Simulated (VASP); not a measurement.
# InSe (R3m) in VASP: single point with PBE

Aim: the single point of InSe with PBE.

The COD entry that gives the cell may itself be a prediction, so a difference from it is no test against experiment.

Program: VASP 6.6.1. These are calculated values, not measurements. Logs are shortened: lines on timing, memory, paths and dates and some standing lists are left out, and cuts for length are marked.

**Experimental background.**

“The Interaction of Hydrogen with the van der Waals Crystal γ-InSe”, 2020, pmc:7321205 reports, for a bulk crystal of InSe at 300 K: band gap 1.25 eV.

The results are compared with them further down.

## 1. The cell of the first run

The structure is trigonal, space group R3m (No. 160). The conventional cell has a = 4.010 Å, b = 4.010 Å, c = 24.832 Å, α = 90.00°, β = 90.00°, γ = 120.00°. In (site symmetry 3m) has 3 Se at 2.65 Å and 1 In at 2.78 Å within 3.5 Å. In (site symmetry 3m) has 3 Se at 2.65 Å and 1 In at 2.78 Å within 3.5 Å. Se (site symmetry 3m) has 3 In at 2.65 Å within 3.5 Å. Se (site symmetry 3m) has 3 In at 2.65 Å within 3.5 Å.

## 2. Single point, PBE

Input file INCAR:

```
SYSTEM = InSe
PREC = Accurate ; ENCUT = 520
EDIFF = 1E-6 ; ISMEAR = 0
SIGMA = 0.05 ; LREAL = .False.
LASPH = .True. ; NELM = 100
ALGO = Normal ; ISIF = 2
LWAVE = .False. ; LCHARG = .False.
GGA = PE ; NBANDS = 27
```

Input file KPOINTS:

```
regular mesh
0
Gamma
  10 10 10
  0 0 0
```

Input file POSCAR:

```
InSe
1.0
    2.0047584411      1.1574478256      8.2772320996
   -2.0047584411      1.1574478256      8.2772320996
    0.0000000000     -2.3148956512      8.2772320996
In Se
2 2
Direct
    0.0000420121      0.0000420121      0.0000420121
    0.1121775401      0.1121775401      0.1121775401
    0.6146102670      0.6146102670      0.6146102670
    0.8308701808      0.8308701808      0.8308701808
```

Potentials or basis: VASP PAW PBE potentials, release 64 (In_d, Se).

On the command line:

```console
$ cat potpaw_PBE.64/In_d/POTCAR potpaw_PBE.64/Se/POTCAR > POTCAR
$ mpirun -np 1 vasp_std > vasp.out
```

OUTCAR:

```text
SYSTEM = InSe
   PREC = Accurate
   ENCUT = 520
   EDIFF = 1E-6
   ISMEAR = 0
   LREAL = .False.
   LASPH = .True.
   NELM = 100
   ISIF = 2
   GGA = PE

 ion  position               nearest neighbor table
   1  0.000  0.000  0.000-   3 2.65   3 2.65   3 2.65   2 2.78
   2  0.112  0.112  0.112-   4 2.65   4 2.65   4 2.65   1 2.78
   3  0.615  0.615  0.615-   1 2.65   1 2.65   1 2.65
   4  0.831  0.831  0.831-   2 2.65   2 2.65   2 2.65

  LATTYP: Found a trigonal (rhomboedric) cell.
 ALAT       =     8.5948422386
 COS(alpha) =     0.8911876278

  Lattice vectors:

 A1 = (   2.0047584411,   1.1574478256,   8.2772320996)
 A2 = (  -2.0047584411,   1.1574478256,   8.2772320996)
 A3 = (   0.0000000000,  -2.3148956512,   8.2772320996)

Analysis of symmetry for initial positions (statically):
=====================================================================
 Subroutine PRICEL returns:
 Original cell was already a primitive cell.

 Routine SETGRP: Setting up the symmetry group for a
 trigonal (rhombohedral) supercell.

 Subroutine GETGRP returns: Found  6 space group operations
 (whereof  6 operations were pure point group operations)
 out of a pool of 12 trial point group operations.

The static configuration has the point symmetry C_3v.

Analysis of symmetry for dynamics (positions and initial velocities):
=====================================================================
 Subroutine PRICEL returns:
 Original cell was already a primitive cell.

 Routine SETGRP: Setting up the symmetry group for a
 trigonal (rhombohedral) supercell.

 Subroutine GETGRP returns: Found  6 space group operations
 (whereof  6 operations were pure point group operations)
 out of a pool of 12 trial point group operations.

The dynamic configuration has the point symmetry C_3v.

 Subroutine INISYM returns: Found  6 space group operations
 (whereof  6 operations are pure point group operations),
 and found     1 'primitive' translations

----------------------------------------------------------------------------------------

                                     Primitive cell

  volume of cell :     115.2391

  direct lattice vectors                    reciprocal lattice vectors
     2.004758441  1.157447826  8.277232100     0.249406607  0.143994972  0.040271111
    -2.004758441  1.157447826  8.277232100    -0.249406607  0.143994972  0.040271111
     0.000000000 -2.314895651  8.277232100     0.000000000 -0.287989943  0.040271111

  length of vectors
[... 86 lines left out ...]
   EDIFF  = 0.1E-05   stopping-criterion for ELM
   LREAL  =      F    real-space projection
   EDIFFG = 0.1E-04   stopping-criterion for IOM
   NSW    =      0    number of steps for IOM
   IBRION =     -1    ionic relax: 0-MD 1-quasi-New 2-CG
   NFREE  =      0    steps in history (QN), initial steepest desc. (CG)
   ISIF   =      2    stress and relaxation
   ISYM   =      2    0-nonsym 1-usesym 2-fastsym
   POTIM  = 0.5000    time-step for ionic-motion
   TEBEG  =    0.0;   TEEND  =   0.0 temperature during run
   PSTRESS=    0.0 pullay stress
   NELECT =      38.0000    total number of electrons
   NUPDOWN=      -1.0000    fix difference up-down
   EMIN   =  10.00;   EMAX   =-10.00  energy-range for DOS
   EFERMI =   0.00;   METHOD = LEGACY
   ISMEAR =     0;   SIGMA  =   0.05  broadening in eV -4-tet -1-fermi 0-gaus
   EFERMI_NEDOS =   21; number of points for ismear=-14 and -15
   IALGO  =     38    algorithm
   IMIX   =      4    mixing-type and parameters
     AMIX     =   0.40;   BMIX     =  1.00
     AMIX_MAG =   1.60;   BMIX_MAG =  1.00
  volume/ion in A,a.u.               =      28.81       194.42
  Fermi-wavevector in a.u.,A,eV,Ry     =   1.131018  2.137314 17.404587  1.279201
  Thomas-Fermi vector in A             =   2.267716
   LORBIT       =      0    0 simple, 1 ext, 2 COOP (PROOUT), +10 PAW based schemes
   GGA     = PE    functional components
   LHFCALC =     F    Hartree Fock is set to
   AEXX    =    0.0000 exact exchange contribution
   IVDW    =     0    specifies the selected vdW correction
   LEPSILON=     F    determine dielectric tensor
   LRPA    =     F    only Hartree local field effects (RPA)
 non-spin polarized calculation
 Gauss-broadening in eV      SIGMA  =   0.05
  energy-cutoff  :      520.00
  volume of cell :      115.24
 maximum number of plane-waves:      3135
   NGX = 31   NGY = 31   NGZ = 31

 number of electron      37.9999995 magnetization

 Free energy of the ion-electron system (eV)
  ---------------------------------------------------
  ext. energy  EPLUGINS =         0.00000000
  ---------------------------------------------------
  free energy    TOTEN  =       -14.12975468 eV

  energy without entropy =      -14.12975468  energy(sigma->0) =      -14.12975468

 E-fermi :   4.4621     XC(G=0):  -8.9973

 val. band max:        4.2803620102   @ k =   0.5000   0.5000   0.5000
 cond. band min:       4.6454568897   @ k =   0.5000   0.5000   0.5000
 fundamental gap:      0.3650948795
 Fermi energy:         4.4620722286

 k-point     1 :       0.0000    0.0000    0.0000
  band No.  band energies     occupation
      1     -10.5694      2.00000
      2     -10.3800      2.00000
      3     -10.3800      2.00000
      4     -10.2945      2.00000
      5     -10.2945      2.00000
      6     -10.2863      2.00000
[... 709 lines left out ...]
     26      11.1905      0.00000
     27      11.6658      0.00000

 [... further k-points ...]

------------------------ aborting loop because EDIFF is reached ----------------------------------------

  FORCE on cell =-STRESS in cart. coord.  units (eV):
  Direction    XX          YY          ZZ          XY          YZ          ZX
  --------------------------------------------------------------------------------------
  -------------------------------------------------------------------------------------
  Total        1.8185882      1.8185882      1.6944252      0.0000000      0.0000000      0.0000000
  in kB       25.2839594     25.2839594     23.5577129      0.0000000      0.0000000      0.0000000
  external PRESSURE =      24.7085439 kB  Pullay stress =       0.0000000 kB

 VOLUME and BASIS-vectors are now :
 -----------------------------------------------------------------------------
  energy-cutoff  :      520.00
  volume of cell :      115.24
      direct lattice vectors                 reciprocal lattice vectors
     2.004758441  1.157447826  8.277232100     0.249406607  0.143994972  0.040271111
    -2.004758441  1.157447826  8.277232100    -0.249406607  0.143994972  0.040271111
     0.000000000 -2.314895651  8.277232100     0.000000000 -0.287989943  0.040271111

 POSITION                                       TOTAL-FORCE (eV/Angst)
 -----------------------------------------------------------------------------------
      0.00000      0.00000      0.00104         0.000000      0.000000      0.017575
      0.00000      0.00000      2.78556         0.000000     -0.000000     -0.017060
      0.00000      0.00000     15.26182         0.000000      0.000000     -0.019045
      0.00000      0.00000     20.63192         0.000000      0.000000      0.018530
 -----------------------------------------------------------------------------------
    total drift:                               -0.000000      0.000000      0.000226

  FREE ENERGIE OF THE ION-ELECTRON SYSTEM (eV)
  ---------------------------------------------------
  free  energy   TOTEN  =       -14.1297546838 eV

  energy  without entropy=      -14.1297546837  energy(sigma->0) =      -14.12975468
```

OSZICAR:

```text
N       E                     dE             d eps       ncg     rms          rms(c)
DAV:   1     0.338760681465E+03    0.33876E+03   -0.17274E+04  6264   0.156E+03
DAV:   2     0.258446934172E+02   -0.31292E+03   -0.30341E+03  6324   0.386E+02
DAV:   3    -0.127795127176E+02   -0.38624E+02   -0.37958E+02  7971   0.145E+02
DAV:   4    -0.145049885233E+02   -0.17255E+01   -0.17205E+01  7370   0.315E+01
DAV:   5    -0.145770671229E+02   -0.72079E-01   -0.72067E-01  9696   0.629E+00    0.655E+00
DAV:   6    -0.141426394133E+02    0.43443E+00   -0.87325E-01  8798   0.149E+01    0.406E+00
DAV:   7    -0.141291185157E+02    0.13521E-01   -0.34768E-01  8554   0.386E+00    0.126E+00
DAV:   8    -0.141284693866E+02    0.64913E-03   -0.27874E-02  9361   0.180E+00    0.549E-01
DAV:   9    -0.141295977652E+02   -0.11284E-02   -0.58915E-03  7820   0.611E-01    0.158E-01
DAV:  10    -0.141296328891E+02   -0.35124E-04   -0.37416E-04  8384   0.149E-01    0.780E-02
DAV:  11    -0.141297521366E+02   -0.11925E-03   -0.18120E-04  7575   0.102E-01    0.231E-02
DAV:  12    -0.141297498945E+02    0.22421E-05   -0.16375E-05  9510   0.395E-02    0.154E-02
DAV:  13    -0.141297534850E+02   -0.35905E-05   -0.64806E-06  6042   0.152E-02    0.798E-03
DAV:  14    -0.141297546337E+02   -0.11487E-05   -0.35554E-06  5918   0.206E-02    0.268E-03
DAV:  15    -0.141297546838E+02   -0.50079E-07   -0.24720E-07  4039   0.636E-03
   1 F= -.14129755E+02 E0= -.14129755E+02  d E =-.923948E-10
```

stdout:

```text
POSCAR found type information on POSCAR InSe
 POSCAR found :  2 types and       4 ions
 scaLAPACK will be used
 LDA part: xc-table for (Slater+PW92), standard interpolation
 POSCAR, INCAR and KPOINTS ok, starting setup
 FFT: planning ... GRIDC
 FFT: planning ... GRID_SOFT
 FFT: planning ... GRID
 WAVECAR not read
 entering main loop
```

Run time: 16 min. Hardware: 1 thread of Intel Xeon Platinum 8375C at 2.90GHz (Ice Lake), shared host; peak memory 0.73 GiB.

Results:

```
Free energy            : -14.1298 eV
Pressure               : 2.5 GPa
Largest force          : 0.019 eV/Å
Band gap on the k mesh : 0.37 eV, direct
```

Forces on the atoms (eV/Å):
```
In   0.000  0.000  0.018
In   0.000  0.000 -0.017
Se   0.000  0.000 -0.019
Se   0.000  0.000  0.019
```

Stress tensor (GPa, compression positive):
```
2.53 0.00 0.00
0.00 2.53 0.00
0.00 0.00 2.36
```

Levels at points of the mesh, in eV from the valence-band top:
```csv
k point,band 17,band 18,band 19,band 20,band 21,band 22
"(0.00, 0.00, 0.00)",-1.36,-1.20,-1.20,1.79,2.08,4.31
"(0.50, 0.00, 0.00)",-2.39,-2.19,-1.69,1.09,1.98,3.65
"(0.50, 0.50, 0.00)",-2.55,-2.00,-1.54,1.07,1.98,3.27
"(0.50, 0.50, 0.50)",-1.12,-1.12,0.00,0.37,2.18,4.21
```

Caveat: spin-orbit coupling is left out, which moves the levels of the heavy elements.

## 3. How close it comes

Step 2. Measured gap of InSe: 1.25 eV (300 K; “The Interaction of Hydrogen with the van der Waals Crystal γ-InSe”, 2020, pmc:7321205). This calculation gives 0.37 eV (-0.88 eV). Spin-orbit coupling on In, Se is left out. The value is that of PBE on a finite k mesh, which can miss the band edges, without temperature or zero-point motion. Semilocal functionals fall short of measured gaps as a rule.
